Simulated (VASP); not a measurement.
# Na (Fm-3m) in VASP: notebook

The runs below take Na through single point, with LDA.

Everything below comes from runs of VASP 6.6.1. Logs are shortened: lines on timing, memory, paths and dates and some standing lists are left out, and cuts for length are marked.

### Step 1. The cell of the first run

Symmetry: Fm-3m, No. 225, cubic system. Conventional cell: a = 5.124 Å, b = 5.124 Å, c = 5.124 Å, α = 90.00°, β = 90.00°, γ = 90.00°. Within 4.8 Å of Na (site symmetry m-3m) lie 12 Na at 3.62 Å.

This isn't the form of Na at room conditions, which is bcc.

### Step 2. Single point, LDA

File INCAR:

```
  PREC = Accurate
  ENCUT = 520
  EDIFF = 1E-6
  ISMEAR = -1
  SIGMA = 0.1
  LREAL = False
  LASPH = True
  NELM = 80
  ALGO = Normal
  ISIF = 2
  LWAVE = False
  LCHARG = False
  NBANDS = 22
```

File KPOINTS:

```
regular mesh
0
Gamma
  4 4 4
```

File POSCAR:

```
Na
1.0
    5.1239682163      0.0000000000      0.0000000000
    0.0000000000      5.1239682163      0.0000000000
    0.0000000000      0.0000000000      5.1239682163
Na
4
Direct
    0.0000000000      0.0000000000      0.0000000000
    0.0000000000      0.5000000000      0.5000000000
    0.5000000000      0.0000000000      0.5000000000
    0.5000000000      0.5000000000      0.0000000000
```

Potentials or basis: VASP PAW LDA potentials, release 64 (Na_pv).

The run is started by

```sh
$ cat potpaw_LDA.64/Na_pv/POTCAR > POTCAR
$ mpirun -np 1 vasp_std > vasp.out
```

OUTCAR:

```text
PREC = Accurate
   ENCUT = 520
   EDIFF = 1E-6
   ISMEAR = -1
   LREAL = False
   LASPH = True
   NELM = 80
   ISIF = 2

 ion  position               nearest neighbor table
   1  0.000  0.000  0.000-
   2  0.000  0.500  0.500-
   3  0.500  0.000  0.500-
   4  0.500  0.500  0.000-

  LATTYP: Found a simple cubic cell.
 ALAT       =     5.1239682163

  Lattice vectors:

 A1 = (   5.1239682163,   0.0000000000,   0.0000000000)
 A2 = (   0.0000000000,   5.1239682163,   0.0000000000)
 A3 = (   0.0000000000,   0.0000000000,   5.1239682163)

Analysis of symmetry for initial positions (statically):
=====================================================================
 Subroutine PRICEL returns following result:

  LATTYP: Found a face centered cubic cell.
 ALAT       =     5.1239682163

  Lattice vectors:

 A1 = (   2.5619841081,  -2.5619841081,   0.0000000000)
 A2 = (   2.5619841081,   0.0000000000,   2.5619841081)
 A3 = (   0.0000000000,  -2.5619841081,   2.5619841082)

   4 primitive cells build up your supercell.

 Routine SETGRP: Setting up the symmetry group for a
 simple cubic supercell.

 Subroutine GETGRP returns: Found 48 space group operations
 (whereof 48 operations were pure point group operations)
 out of a pool of 48 trial point group operations.

The static configuration has the point symmetry O_h .

Analysis of symmetry for dynamics (positions and initial velocities):
=====================================================================
 Subroutine PRICEL returns following result:

  LATTYP: Found a face centered cubic cell.
 ALAT       =     5.1239682163

  Lattice vectors:

 A1 = (   2.5619841081,  -2.5619841081,   0.0000000000)
 A2 = (   2.5619841081,   0.0000000000,   2.5619841081)
 A3 = (   0.0000000000,  -2.5619841081,   2.5619841082)

   4 primitive cells build up your supercell.

 Routine SETGRP: Setting up the symmetry group for a
 simple cubic supercell.

 Subroutine GETGRP returns: Found 48 space group operations
 (whereof 48 operations were pure point group operations)
 out of a pool of 48 trial point group operations.

The dynamic configuration has the point symmetry O_h .

 Subroutine INISYM returns: Found 48 space group operations
 (whereof 48 operations are pure point group operations),
 and found     4 'primitive' translations

----------------------------------------------------------------------------------------

                                     Primitive cell

  volume of cell :      33.6325

  direct lattice vectors                    reciprocal lattice vectors
     2.561984108 -2.561984108  0.000000000     0.195161242 -0.195161242 -0.195161242
     2.561984108  0.000000000  2.561984108     0.195161242  0.195161242  0.195161242
     0.000000000 -2.561984108  2.561984108    -0.195161242 -0.195161242  0.195161242

  length of vectors
     3.623192672  3.623192672  3.623192672     0.338029186  0.338029186  0.338029186

  position of ions in fractional coordinates (direct lattice)
     0.000000000  0.000000000  0.000000000

  ion indices of the primitive-cell ions
   primitive index   ion index
                 1           1

----------------------------------------------------------------------------------------

 KPOINTS: regular mesh

Automatic generation of k-mesh.
 Grid dimensions read from file:
 generate k-points for:    4    4    4

 Generating k-lattice:

  Cartesian coordinates                     Fractional coordinates (reciprocal lattice)
     0.048790310  0.000000000  0.000000000     0.250000000  0.000000000  0.000000000
     0.000000000  0.048790310  0.000000000     0.000000000  0.250000000  0.000000000
     0.000000000  0.000000000  0.048790310     0.000000000  0.000000000  0.250000000

  Length of vectors
     0.048790310  0.048790310  0.048790310

  Shift w.r.t. Gamma in fractional coordinates (k-lattice)
     0.000000000  0.000000000  0.000000000

 Subroutine IBZKPT returns following result:
 ===========================================

 Found     10 irreducible k-points:

 Following reciprocal coordinates:
            Coordinates               Weight
  0.000000  0.000000  0.000000      1.000000
  0.250000  0.000000  0.000000      6.000000
  0.500000  0.000000  0.000000      3.000000
  0.250000  0.250000  0.000000     12.000000
  0.500000  0.250000  0.000000     12.000000
  0.500000  0.500000  0.000000      3.000000
  0.250000  0.250000  0.250000      8.000000
  0.500000  0.250000  0.250000     12.000000
  0.500000  0.500000  0.250000      6.000000
  0.500000  0.500000  0.500000      1.000000
   k-points           NKPTS =     10   k-points in BZ     NKDIM =     10   number of bands    NBANDS=     22
   number of dos      NEDOS =    301   number of ions     NIONS =      4
   total plane-waves  NPLWV =  64000
   dimension x,y,z NGX =    40 NGY =   40 NGZ =   40
   dimension x,y,z NGXF=    80 NGYF=   80 NGZF=   80
   ions per type =               4
   NGX,Y,Z   is equivalent  to a cutoff of  12.98, 12.98, 12.98 a.u.
   NGXF,Y,Z  is equivalent  to a cutoff of  25.96, 25.96, 25.96 a.u.
 SYSTEM =  unknown system
   PREC   = accura    normal or accurate (medium, high low for compatibility)
   ISTART =      0    job   : 0-new  1-cont  2-samecut
   ICHARG =      2    charge: 1-file 2-atom 10-const
   ISPIN  =      1    spin polarized calculation?
   LNONCOLLINEAR =      F non collinear calculations
   LSORBIT =      F    spin-orbit coupling
   LASPH  =      T    aspherical Exc in radial PAW
   ENCUT  =  520.0 eV  38.22 Ry    6.18 a.u.   9.53  9.53  9.53*2*pi/ulx,y,z
   NELM   =     80;   NELMIN=  2; NELMDL= -5     # of ELM steps
   EDIFF  = 0.1E-05   stopping-criterion for ELM
   LREAL  =      F    real-space projection
   EDIFFG = 0.1E-04   stopping-criterion for IOM
   NSW    =      0    number of steps for IOM
   IBRION =     -1    ionic relax: 0-MD 1-quasi-New 2-CG
   NFREE  =      0    steps in history (QN), initial steepest desc. (CG)
   ISIF   =      2    stress and relaxation
   ISYM   =      2    0-nonsym 1-usesym 2-fastsym
   POTIM  = 0.5000    time-step for ionic-motion
   TEBEG  =    0.0;   TEEND  =   0.0 temperature during run
   PSTRESS=    0.0 pullay stress
   NELECT =      28.0000    total number of electrons
   NUPDOWN=      -1.0000    fix difference up-down
   EMIN   =  10.00;   EMAX   =-10.00  energy-range for DOS
   EFERMI =   0.00;   METHOD = LEGACY
   ISMEAR =    -1;   SIGMA  =   0.10  broadening in eV -4-tet -1-fermi 0-gaus
   EFERMI_NEDOS =   21; number of points for ismear=-14 and -15
   IALGO  =     38    algorithm
   IMIX   =      4    mixing-type and parameters
     AMIX     =   0.40;   BMIX     =  1.00
     AMIX_MAG =   1.60;   BMIX_MAG =  1.00
  volume/ion in A,a.u.               =      33.63       226.96
  Fermi-wavevector in a.u.,A,eV,Ry     =   0.970185  1.833383 12.806597  0.941258
  Thomas-Fermi vector in A             =   2.100299
   LORBIT       =      0    0 simple, 1 ext, 2 COOP (PROOUT), +10 PAW based schemes
   GGA     = CA    functional components
   LHFCALC =     F    Hartree Fock is set to
   AEXX    =    0.0000 exact exchange contribution
   IVDW    =     0    specifies the selected vdW correction
   LEPSILON=     F    determine dielectric tensor
   LRPA    =     F    only Hartree local field effects (RPA)
 non-spin polarized calculation
  energy-cutoff  :      520.00
  volume of cell :      134.53
 maximum number of plane-waves:      3695
 NGX is ok and might be reduce to    40
   NGX = 19   NGY = 19   NGZ = 19

 number of electron      28.0000007 magnetization

 Free energy of the ion-electron system (eV)
  ---------------------------------------------------
  ext. energy  EPLUGINS =         0.00000000
  ---------------------------------------------------
  free energy    TOTEN  =        -5.78872862 eV

  energy without entropy =       -5.71355664  energy(sigma->0) =       -5.75114263

 E-fermi :   0.4397     XC(G=0):  -7.0065

 val. band max:        0.1862517803   @ k =   0.2500   0.0000   0.0000
 cond. band min:       0.5314184928   @ k =   0.2500   0.2500   0.0000
 fundamental gap:      0.3451667125
 Fermi energy:         0.4396723231

 k-point     1 :       0.0000    0.0000    0.0000
  band No.  band energies     occupation
      1     -24.4696      2.00000
      2     -24.4696      2.00000
      3     -24.4696      2.00000
      4     -24.4404      2.00000
      5     -24.4404      2.00000
      6     -24.4404      2.00000
[... 14 lines left out ...]
     21       7.0067      0.00000
     22       7.0067      0.00000

 k-point     2 :       0.2500    0.0000    0.0000
  band No.  band energies     occupation
      1     -24.4653      2.00000
      2     -24.4653      2.00000
      3     -24.4629      2.00000
      4     -24.4447      2.00000
      5     -24.4447      2.00000
      6     -24.4406      2.00000
[... 14 lines left out ...]
     21       5.5807      0.00000
     22       6.5363      0.00000

 k-point     3 :       0.5000    0.0000    0.0000
  band No.  band energies     occupation
      1     -24.4550      2.00000
      2     -24.4550      2.00000
      3     -24.4550      2.00000
      4     -24.4550      2.00000
      5     -24.4464      2.00000
      6     -24.4464      2.00000
[... 14 lines left out ...]
     21       5.4174      0.00000
     22       5.4174      0.00000
[... 126 lines left out ...]
 k-point     9 :       0.5000    0.5000    0.2500
  band No.  band energies     occupation
      1     -24.4671      2.00000
      2     -24.4671      2.00000
      3     -24.4671      2.00000
      4     -24.4671      2.00000
      5     -24.4344      2.00000
      6     -24.4344      2.00000
[... 14 lines left out ...]
     21       8.3383      0.00000
     22       8.3383      0.00000

 k-point    10 :       0.5000    0.5000    0.5000
  band No.  band energies     occupation
      1     -24.4727      2.00000
      2     -24.4727      2.00000
      3     -24.4727      2.00000
      4     -24.4727      2.00000
      5     -24.4290      2.00000
      6     -24.4290      2.00000
[... 14 lines left out ...]
     21      11.0796      0.00000
     22      11.0796      0.00000

------------------------ aborting loop because EDIFF is reached ----------------------------------------

  FORCE on cell =-STRESS in cart. coord.  units (eV):
  Direction    XX          YY          ZZ          XY          YZ          ZX
  --------------------------------------------------------------------------------------
  -------------------------------------------------------------------------------------
  Total       -0.0159438     -0.0159438     -0.0159438      0.0000000     -0.0000000      0.0000000
  in kB       -0.1898821     -0.1898821     -0.1898821      0.0000000     -0.0000000      0.0000000
  external PRESSURE =      -0.1898821 kB  Pullay stress =       0.0000000 kB

 VOLUME and BASIS-vectors are now :
 -----------------------------------------------------------------------------
  energy-cutoff  :      520.00
  volume of cell :      134.53
      direct lattice vectors                 reciprocal lattice vectors
     5.123968216  0.000000000  0.000000000     0.195161242  0.000000000  0.000000000
     0.000000000  5.123968216  0.000000000     0.000000000  0.195161242  0.000000000
     0.000000000  0.000000000  5.123968216     0.000000000  0.000000000  0.195161242

 POSITION                                       TOTAL-FORCE (eV/Angst)
 -----------------------------------------------------------------------------------
      0.00000      0.00000      0.00000        -0.000000     -0.000000      0.000000
      0.00000      2.56198      2.56198        -0.000000      0.000000      0.000000
      2.56198      0.00000      2.56198         0.000000     -0.000000     -0.000000
      2.56198      2.56198      0.00000        -0.000000     -0.000000     -0.000000
 -----------------------------------------------------------------------------------
    total drift:                               -0.000000      0.000000     -0.000000

  FREE ENERGIE OF THE ION-ELECTRON SYSTEM (eV)
  ---------------------------------------------------
  free  energy   TOTEN  =        -5.7887286208 eV

  energy  without entropy=       -5.7135566415  energy(sigma->0) =       -5.75114263
```

It took 8.5 s on 1 thread of Intel Xeon 6975P-C (Granite Rapids), shared host; peak memory 0.18 GiB.

Results:

| Property | Result |
| --- | --- |
| Free energy | -5.7887 eV |
| Pressure | 0.0 GPa |
| Band gap on the k mesh | zero (bands 14 and 15 overlap by 2.48 eV) |

### Step 3. Single point, LDA

File INCAR:

```
SYSTEM = Na
PREC = Accurate ; ENCUT = 520
EDIFF = 1E-6 ; ISMEAR = -1
SIGMA = 0.1 ; LREAL = .False.
LASPH = .True. ; NELM = 80
ALGO = Normal ; ISIF = 2
LWAVE = .False. ; LCHARG = .False.
GGA = CA ; NBANDS = 22
```

File KPOINTS:

```
regular mesh
0
Gamma
  4 4 4
  0 0 0
```

POSCAR is that of step 2.

Potentials or basis: VASP PAW LDA potentials, release 64 (Na_pv).

The run is started by

```sh
$ cat potpaw_LDA.64/Na_pv/POTCAR > POTCAR
$ mpirun -np 1 vasp_std > vasp.out
```

OUTCAR:

```text
SYSTEM = Na
   PREC = Accurate
   ENCUT = 520
   EDIFF = 1E-6
   ISMEAR = -1
   LREAL = .False.
   LASPH = .True.
   NELM = 80
   ISIF = 2
   GGA = CA

 ion  position               nearest neighbor table
   1  0.000  0.000  0.000-
   2  0.000  0.500  0.500-
   3  0.500  0.000  0.500-
   4  0.500  0.500  0.000-

  LATTYP: Found a simple cubic cell.
 ALAT       =     5.1239682163

  Lattice vectors:

 A1 = (   5.1239682163,   0.0000000000,   0.0000000000)
 A2 = (   0.0000000000,   5.1239682163,   0.0000000000)
 A3 = (   0.0000000000,   0.0000000000,   5.1239682163)

Analysis of symmetry for initial positions (statically):
=====================================================================
 Subroutine PRICEL returns following result:

  LATTYP: Found a face centered cubic cell.
 ALAT       =     5.1239682163

  Lattice vectors:

 A1 = (   2.5619841081,  -2.5619841081,   0.0000000000)
 A2 = (   2.5619841081,   0.0000000000,   2.5619841081)
 A3 = (   0.0000000000,  -2.5619841081,   2.5619841082)

   4 primitive cells build up your supercell.

 Routine SETGRP: Setting up the symmetry group for a
 simple cubic supercell.

 Subroutine GETGRP returns: Found 48 space group operations
 (whereof 48 operations were pure point group operations)
 out of a pool of 48 trial point group operations.

The static configuration has the point symmetry O_h .

Analysis of symmetry for dynamics (positions and initial velocities):
=====================================================================
 Subroutine PRICEL returns following result:

  LATTYP: Found a face centered cubic cell.
 ALAT       =     5.1239682163

  Lattice vectors:

[... 107 lines left out ...]
   NELECT =      28.0000    total number of electrons
   NUPDOWN=      -1.0000    fix difference up-down
   EMIN   =  10.00;   EMAX   =-10.00  energy-range for DOS
   EFERMI =   0.00;   METHOD = LEGACY
   ISMEAR =    -1;   SIGMA  =   0.10  broadening in eV -4-tet -1-fermi 0-gaus
   EFERMI_NEDOS =   21; number of points for ismear=-14 and -15
   IALGO  =     38    algorithm
   IMIX   =      4    mixing-type and parameters
     AMIX     =   0.40;   BMIX     =  1.00
     AMIX_MAG =   1.60;   BMIX_MAG =  1.00
  volume/ion in A,a.u.               =      33.63       226.96
  Fermi-wavevector in a.u.,A,eV,Ry     =   0.970185  1.833383 12.806597  0.941258
  Thomas-Fermi vector in A             =   2.100299
   LORBIT       =      0    0 simple, 1 ext, 2 COOP (PROOUT), +10 PAW based schemes
   GGA     = CA    functional components
   LHFCALC =     F    Hartree Fock is set to
   AEXX    =    0.0000 exact exchange contribution
   IVDW    =     0    specifies the selected vdW correction
   LEPSILON=     F    determine dielectric tensor
   LRPA    =     F    only Hartree local field effects (RPA)
 non-spin polarized calculation
  energy-cutoff  :      520.00
  volume of cell :      134.53
 maximum number of plane-waves:      3695
 NGX is ok and might be reduce to    40
   NGX = 19   NGY = 19   NGZ = 19

 number of electron      28.0000007 magnetization

 Free energy of the ion-electron system (eV)
  ---------------------------------------------------
  ext. energy  EPLUGINS =         0.00000000
  ---------------------------------------------------
  free energy    TOTEN  =        -5.78872862 eV

  energy without entropy =       -5.71355664  energy(sigma->0) =       -5.75114263

 E-fermi :   0.4397     XC(G=0):  -7.0065

 val. band max:        0.1862517803   @ k =   0.2500   0.0000   0.0000
 cond. band min:       0.5314184928   @ k =   0.2500   0.2500   0.0000
 fundamental gap:      0.3451667125
 Fermi energy:         0.4396723231

 k-point     1 :       0.0000    0.0000    0.0000
  band No.  band energies     occupation
      1     -24.4696      2.00000
      2     -24.4696      2.00000
      3     -24.4696      2.00000
      4     -24.4404      2.00000
      5     -24.4404      2.00000
      6     -24.4404      2.00000
[... 239 lines left out ...]
     21      11.0796      0.00000
     22      11.0796      0.00000

------------------------ aborting loop because EDIFF is reached ----------------------------------------

  FORCE on cell =-STRESS in cart. coord.  units (eV):
  Direction    XX          YY          ZZ          XY          YZ          ZX
  --------------------------------------------------------------------------------------
  -------------------------------------------------------------------------------------
  Total       -0.0159438     -0.0159438     -0.0159438      0.0000000     -0.0000000      0.0000000
  in kB       -0.1898821     -0.1898821     -0.1898821      0.0000000     -0.0000000      0.0000000
  external PRESSURE =      -0.1898821 kB  Pullay stress =       0.0000000 kB

 VOLUME and BASIS-vectors are now :
 -----------------------------------------------------------------------------
  energy-cutoff  :      520.00
  volume of cell :      134.53
      direct lattice vectors                 reciprocal lattice vectors
     5.123968216  0.000000000  0.000000000     0.195161242  0.000000000  0.000000000
     0.000000000  5.123968216  0.000000000     0.000000000  0.195161242  0.000000000
     0.000000000  0.000000000  5.123968216     0.000000000  0.000000000  0.195161242

 POSITION                                       TOTAL-FORCE (eV/Angst)
 -----------------------------------------------------------------------------------
      0.00000      0.00000      0.00000        -0.000000     -0.000000      0.000000
      0.00000      2.56198      2.56198        -0.000000      0.000000      0.000000
      2.56198      0.00000      2.56198         0.000000     -0.000000     -0.000000
      2.56198      2.56198      0.00000        -0.000000     -0.000000     -0.000000
 -----------------------------------------------------------------------------------
    total drift:                               -0.000000      0.000000     -0.000000

  FREE ENERGIE OF THE ION-ELECTRON SYSTEM (eV)
  ---------------------------------------------------
  free  energy   TOTEN  =        -5.7887286208 eV

  energy  without entropy=       -5.7135566415  energy(sigma->0) =       -5.75114263
```

OSZICAR:

```text
N       E                     dE             d eps       ncg     rms          rms(c)
DAV:   1     0.237920767106E+03    0.23792E+03   -0.15072E+04   456   0.125E+03
DAV:   2     0.588561372319E+01   -0.23204E+03   -0.22832E+03   464   0.361E+02
DAV:   3    -0.560627616755E+01   -0.11492E+02   -0.11403E+02   524   0.101E+02
DAV:   4    -0.579268137244E+01   -0.18641E+00   -0.18638E+00   476   0.129E+01
DAV:   5    -0.579728306905E+01   -0.46017E-02   -0.46017E-02   512   0.214E+00    0.411E-01
DAV:   6    -0.579197753647E+01    0.53055E-02   -0.38555E-03   546   0.725E-01    0.267E-01
DAV:   7    -0.578878966347E+01    0.31879E-02   -0.43569E-03   488   0.688E-01    0.437E-02
DAV:   8    -0.578872882025E+01    0.60843E-04   -0.50051E-04   518   0.344E-01    0.684E-03
DAV:   9    -0.578872827615E+01    0.54409E-06   -0.13072E-05   470   0.499E-02    0.308E-03
DAV:  10    -0.578872862081E+01   -0.34466E-06   -0.94584E-07   344   0.132E-02
   1 F= -.57887286E+01 E0= -.57511426E+01  d E =-.751720E-01
```

Wall time 9.8 s (1 thread of Intel Xeon 6975P-C (Granite Rapids), shared host); peak memory 0.18 GiB.

What came out:

- Free energy: -5.7887 eV
- Pressure: 0.0 GPa
- Band gap on the k mesh: zero (bands 14 and 15 overlap by 2.48 eV)
